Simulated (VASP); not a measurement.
# Ti5Si in VASP: relaxation of the atoms with LDA

Aim: the relaxation of the atoms of Ti5Si with LDA.

Everything below comes from runs of VASP 6.6.1. Logs are shortened: lines on timing, memory, paths and dates and some standing lists are left out, and cuts for length are marked.

## (1) The cell of the first run

The cell holds a slab with vacuum, 6 atoms: a = 2.864 Å, b = 2.864 Å, c = 24.491 Å, α = 90.00°, β = 90.00°, γ = 120.00°.

## (2) Relaxation of the atoms, LDA

INCAR reads:

```
  ALGO = Fast
  DIPOL = 0.5 0.5 0.395
  EDIFF = 1E-6
  EDIFFG = -0.025
  ENCUT = 520
  GGA = CA
  IBRION = 2
  IDIPOL = 3
  ISIF = 2
  ISMEAR = 0
  LASPH = True
  LCHARG = False
  LDIPOL = True
  LREAL = False
  LWAVE = False
  NELM = 80
  NSW = 36
  PREC = Accurate
  SIGMA = 0.1
```

KPOINTS reads:

```
k-points
0
Gamma
  9 9 1
```

POSCAR reads:

```
Ti5Si
1.0
    2.8641158409      0.0000000000      0.0000000000
   -1.4320579204      2.4803970776      0.0000000000
    0.0000000000      0.0000000000     24.4912645050
Ti Si
5 1
Selective dynamics
Direct
    0.6666666667      0.3333333333      0.1633235393  F F F
    0.3333333333      0.6666666667      0.2559152254  F F F
    0.6666666667      0.3333333333      0.3495151210  F F F
    0.3333333333      0.6666666667      0.4443907924  F F F
    0.6666666667      0.3333333333      0.5304448246  F F F
    1.0000000000      0.5000000000      0.6274301819  F F T
```

Potentials or basis: VASP PAW LDA potentials, release 64 (Ti_sv, Si).

Launch:

```console
> cat potpaw_LDA.64/Ti_sv/POTCAR potpaw_LDA.64/Si/POTCAR > POTCAR
> mpirun -np 1 vasp_std > vasp.out
```

OUTCAR:

```text
EDIFF = 1E-6
   EDIFFG = -0.025
   ENCUT = 520
   GGA = CA
   IBRION = 2
   ISIF = 2
   ISMEAR = 0
   LASPH = True
   LREAL = False
   NELM = 80
   NSW = 36
   PREC = Accurate

 ion  position               nearest neighbor table
   1  0.667  0.333  0.163-   2 2.81   2 2.81   2 2.81
   2  0.333  0.667  0.256-   1 2.81   1 2.81   1 2.81   3 2.83   3 2.83   3 2.83
   3  0.667  0.333  0.350-   2 2.83   2 2.83   2 2.83   4 2.85   4 2.85   4 2.85
   4  0.333  0.667  0.444-   5 2.68   5 2.68   5 2.68   3 2.85   3 2.85   3 2.85
   5  0.667  0.333  0.530-   6 2.52   4 2.68   4 2.68   4 2.68
   6  0.000  0.500  0.627-   5 2.52

  LATTYP: Found a hexagonal cell.
 ALAT       =     2.8641158409
 C/A-ratio  =     8.5510733034

  Lattice vectors:

 A1 = (   2.8641158409,   0.0000000000,   0.0000000000)
 A2 = (  -1.4320579204,   2.4803970776,   0.0000000000)
 A3 = (   0.0000000000,   0.0000000000,  24.4912645050)

Analysis of symmetry for initial positions (statically):
=====================================================================
 Subroutine PRICEL returns:
 Original cell was already a primitive cell.

 Routine SETGRP: Setting up the symmetry group for a
 hexagonal supercell.

 Subroutine GETGRP returns: Found  2 space group operations
 (whereof  2 operations were pure point group operations)
 out of a pool of 24 trial point group operations.

The static configuration has the point symmetry C_1h.

Analysis of symmetry for dynamics (positions and initial velocities):
=====================================================================
 Subroutine PRICEL returns:
 Original cell was already a primitive cell.

 Routine SETGRP: Setting up the symmetry group for a
 hexagonal supercell.

 Subroutine GETGRP returns: Found  2 space group operations
 (whereof  2 operations were pure point group operations)
 out of a pool of 24 trial point group operations.

The dynamic configuration has the point symmetry C_1h.

Analysis of constrained symmetry for selective dynamics:
=====================================================================
 Subroutine PRICEL returns:
 Original cell was already a primitive cell.

 Routine SETGRP: Setting up the symmetry group for a
 hexagonal supercell.

 Subroutine GETGRP returns: Found  2 space group operations
 (whereof  2 operations were pure point group operations)
 out of a pool of 24 trial point group operations.

The constrained configuration has the point symmetry C_1h.

 Subroutine INISYM returns: Found  2 space group operations
 (whereof  2 operations are pure point group operations),
 and found     1 'primitive' translations

----------------------------------------------------------------------------------------

                                     Primitive cell

  volume of cell :     173.9895

  direct lattice vectors                    reciprocal lattice vectors
     2.864115841  0.000000000  0.000000000     0.349147889  0.201580628  0.000000000
    -1.432057920  2.480397078  0.000000000     0.000000000  0.403161256  0.000000000
     0.000000000  0.000000000 24.491264505     0.000000000  0.000000000  0.040830885

  length of vectors
     2.864115841  2.864115841 24.491264505     0.403161256  0.403161256  0.040830885

  position of ions in fractional coordinates (direct lattice)
     0.666666667  0.333333333  0.163323539
     0.333333333  0.666666667  0.255915225
     0.666666667  0.333333333  0.349515121
     0.333333333  0.666666667  0.444390792
     0.666666667  0.333333333  0.530444825
     0.000000000  0.500000000  0.627430182

  ion indices of the primitive-cell ions
[... 36 lines left out ...]
  0.000000  0.000000  0.000000      1.000000
  0.111111 -0.000000  0.000000      2.000000
  0.000000  0.111111  0.000000      4.000000
  0.222222 -0.000000  0.000000      2.000000
  0.000000  0.222222  0.000000      4.000000
  0.333333 -0.000000  0.000000      2.000000
[... 16 lines left out ...]
 -0.222222 -0.444444  0.000000      4.000000
  0.444444  0.333333  0.000000      4.000000
   k-points           NKPTS =     25   k-points in BZ     NKDIM =     25   number of bands    NBANDS=     38
   number of dos      NEDOS =    301   number of ions     NIONS =      6
   total plane-waves  NPLWV = 110592
   dimension x,y,z NGX =    24 NGY =   24 NGZ =  192
   dimension x,y,z NGXF=    48 NGYF=   48 NGZF=  384
   ions per type =               5   1
   NGX,Y,Z   is equivalent  to a cutoff of  13.93, 13.93, 13.03 a.u.
   NGXF,Y,Z  is equivalent  to a cutoff of  27.86, 27.86, 26.07 a.u.
 SYSTEM =  unknown system
   PREC   = accura    normal or accurate (medium, high low for compatibility)
   ISTART =      0    job   : 0-new  1-cont  2-samecut
   ICHARG =      2    charge: 1-file 2-atom 10-const
   ISPIN  =      1    spin polarized calculation?
   LNONCOLLINEAR =      F non collinear calculations
   LSORBIT =      F    spin-orbit coupling
   LASPH  =      T    aspherical Exc in radial PAW
   ENCUT  =  520.0 eV  38.22 Ry    6.18 a.u.   5.33  5.33 45.54*2*pi/ulx,y,z
   NELM   =     80;   NELMIN=  2; NELMDL= -5     # of ELM steps
   EDIFF  = 0.1E-05   stopping-criterion for ELM
   LREAL  =      F    real-space projection
   EDIFFG = -.3E-01   stopping-criterion for IOM
   NSW    =     36    number of steps for IOM
   IBRION =      2    ionic relax: 0-MD 1-quasi-New 2-CG
   NFREE  =      1    steps in history (QN), initial steepest desc. (CG)
   ISIF   =      2    stress and relaxation
   ISYM   =      2    0-nonsym 1-usesym 2-fastsym
   POTIM  = 0.5000    time-step for ionic-motion
   TEBEG  =    0.0;   TEEND  =   0.0 temperature during run
   PSTRESS=    0.0 pullay stress
   NELECT =      64.0000    total number of electrons
   NUPDOWN=      -1.0000    fix difference up-down
   EMIN   =  10.00;   EMAX   =-10.00  energy-range for DOS
   EFERMI =   0.00;   METHOD = LEGACY
   ISMEAR =     0;   SIGMA  =   0.10  broadening in eV -4-tet -1-fermi 0-gaus
   EFERMI_NEDOS =   21; number of points for ismear=-14 and -15
   IALGO  =     68    algorithm
   IMIX   =      4    mixing-type and parameters
     AMIX     =   0.40;   BMIX     =  1.00
     AMIX_MAG =   1.60;   BMIX_MAG =  1.00
  volume/ion in A,a.u.               =      29.00       195.69
  Fermi-wavevector in a.u.,A,eV,Ry     =   1.172989  2.216627 18.720289  1.375902
  Thomas-Fermi vector in A             =   2.309409
   LORBIT       =      0    0 simple, 1 ext, 2 COOP (PROOUT), +10 PAW based schemes
   GGA     = CA    functional components
   LHFCALC =     F    Hartree Fock is set to
   AEXX    =    0.0000 exact exchange contribution
   IVDW    =     0    specifies the selected vdW correction
   LEPSILON=     F    determine dielectric tensor
   LRPA    =     F    only Hartree local field effects (RPA)
 conjugate gradient relaxation of ions
 non-spin polarized calculation
 RMM-DIIS sequential band-by-band and
 Gauss-broadening in eV      SIGMA  =   0.10
  energy-cutoff  :      520.00
  volume of cell :      173.99
 maximum number of plane-waves:      4747
 NGX is ok and might be reduce to    24
   NGX = 11   NGY = 11   NGZ = 91

 dipolmoment           0.000000      0.000000     -0.001077 electrons x Angstroem

--------------------------------------- Ionic step        1  -------------------------------------------

 number of electron      64.0000008 magnetization

 Free energy of the ion-electron system (eV)
  ---------------------------------------------------
  ext. energy  EPLUGINS =         0.00000000
  ---------------------------------------------------
  free energy    TOTEN  =       -46.80110438 eV

  energy without entropy =      -46.75851747  energy(sigma->0) =      -46.77981092

------------------------ aborting loop EDIFF was not reached (unconverged)  ----------------------------

  FORCE on cell =-STRESS in cart. coord.  units (eV):
  Direction    XX          YY          ZZ          XY          YZ          ZX
  --------------------------------------------------------------------------------------
  -------------------------------------------------------------------------------------
  Total       -2.9517126     -3.4515619     -1.0168821      0.4328822      0.7095854      1.2290381
  in kB      -27.1807638    -31.7836122     -9.3639310      3.9861836      6.5341975     11.3175635
  external PRESSURE =     -22.7761023 kB  Pullay stress =       0.0000000 kB
[... 27 lines left out ...]
--------------------------------------- Ionic step        2  -------------------------------------------

 number of electron      64.0000008 magnetization

------------------------ aborting loop because EDIFF is reached ----------------------------------------

  FORCE on cell =-STRESS in cart. coord.  units (eV):
  Direction    XX          YY          ZZ          XY          YZ          ZX
  --------------------------------------------------------------------------------------
  -------------------------------------------------------------------------------------
  Total       -2.8711248     -3.3649346     -0.5827994      0.4276518      0.7102374      1.2301674
  in kB      -26.4386727    -30.9859068     -5.3666925      3.9380202      6.5402015     11.3279623
  external PRESSURE =     -20.9304240 kB  Pullay stress =       0.0000000 kB
[... 27 lines left out ...]
--------------------------------------- Ionic step        3  -------------------------------------------

 number of electron      64.0000008 magnetization

 dipolmoment           0.000000      0.000000      0.015196 electrons x Angstroem

 Free energy of the ion-electron system (eV)
  ---------------------------------------------------
  ext. energy  EPLUGINS =         0.00000000
  ---------------------------------------------------
  free energy    TOTEN  =       -46.80161565 eV

  energy without entropy =      -46.75911542  energy(sigma->0) =      -46.78036553

 E-fermi :   2.8246     XC(G=0):  -7.4326

 val. band max:        2.7928069337   @ k =   0.3333   0.2222   0.0000
 cond. band min:       2.8299842063   @ k =  -0.1111   0.3333   0.0000
 fundamental gap:      0.0371772726
 Fermi energy:         2.8245830823

 k-point     1 :       0.0000    0.0000    0.0000
  band No.  band energies     occupation
      1     -53.3345      2.00000
      2     -53.1675      2.00000
      3     -53.1236      2.00000
      4     -53.0454      2.00000
      5     -52.9780      2.00000
      6     -30.2255      2.00000
[... 973 lines left out ...]
     37       3.2826      0.00000
     38       3.4088      0.00000

 [... further k-points ...]

------------------------ aborting loop because EDIFF is reached ----------------------------------------

 vacuum level on the upper side and lower side of the slab       (xc-potential included)         0.181        -0.306

  FORCE on cell =-STRESS in cart. coord.  units (eV):
  Direction    XX          YY          ZZ          XY          YZ          ZX
  --------------------------------------------------------------------------------------
  -------------------------------------------------------------------------------------
  Total       -2.8559220     -3.3552184     -0.4772077      0.4324034      0.7266592      1.2586109
  in kB      -26.2986781    -30.8964356     -4.3943537      3.9817748      6.6914214     11.5898837
  external PRESSURE =     -20.5298225 kB  Pullay stress =       0.0000000 kB
[... 21 lines left out ...]
  FREE ENERGIE OF THE ION-ELECTRON SYSTEM (eV)
  ---------------------------------------------------
  free  energy   TOTEN  =       -46.8016156500 eV

  energy  without entropy=      -46.7591154157  energy(sigma->0) =      -46.78036553

 reached required accuracy - stopping structural energy minimisation

 vacuum level on the upper side and lower side of the slab         7.885         7.378
```

Wall time 33 min (1 thread of Oxide Virtual Turin-like, shared host); peak memory 0.29 GiB.

What came out:

| Item | Value |
| --- | --- |
| Free energy | -46.8016 eV |
| Energy gained by relaxing | 0.1 meV/atom |
| Ionic steps | 3 |
| Band gap on the k mesh | zero (bands 32 and 33 overlap by 0.94 eV) |

Step by step:
```
step  energy change (eV)  largest force on free atoms (eV/Å)  pressure (GPa)
   1              0.0000                              0.0616           -2.28
   2             -0.0002                              0.0591           -2.09
   3             -0.0005                              0.0133           -2.05
```

Final structure:
```xyz
6
Lattice="2.8641 0.0000 0.0000 -1.4321 2.4804 0.0000 0.0000 0.0000 24.4913" Properties=species:S:1:pos:R:3 pbc="T T T"
Ti    1.4321    0.8268    4.0000
Ti    0.0000    1.6536    6.2677
Ti    1.4321    0.8268    8.5601
Ti    0.0000    1.6536   10.8837
Ti    1.4321    0.8268   12.9913
Si   -0.7160    1.2402   15.3547
```

Levels at points of the mesh, in eV from the Fermi level:
```csv
k point,band 29,band 30,band 31,band 32,band 33,band 34,band 35,band 36
"(0.00, 0.00, 0.00)",0.23,0.51,0.64,0.65,0.71,0.72,0.76,0.76
```

The gap in the log of VASP goes by the Fermi energy; the results here count the filled bands.